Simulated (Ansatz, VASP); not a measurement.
**Two plane-wave programs on ZrP3**

```
CELL_PARAMETERS angstrom
4.01335 0.00000 0.00000
0.00000 4.01335 0.00000
0.00000 0.00000 4.01335
ATOMIC_POSITIONS crystal
Zr 0.00000 0.00000 0.00000
P 0.00000 0.50000 0.50000
P 0.50000 0.00000 0.50000
P 0.50000 0.50000 0.00000
```

Alike in both runs: functional PBE; k mesh 12 × 12 × 12; occupations gaussian, width 0.1 eV; no spin polarisation.

Ansatz relaxed the structure, and its values are those at the end. VASP's run is a single point on that final structure, the one shown.

```csv
,VASP,Ansatz
version,VASP 6.6.1,Ansatz 0.2.0
potentials or method,"VASP PAW PBE potentials, release 64 (Zr_sv, P), cutoff 500 eV","scalar-relativistic, plane waves, PAW"
valence electrons in the cell,27,27
```

```csv
,VASP,Ansatz,Ansatz less VASP
gap on the k mesh at the Fermi level (eV),none,none,-
pressure (GPa),0.0,0.0,+0.04
```

A gap of «none» marks a metal or a gap that the smearing closes.
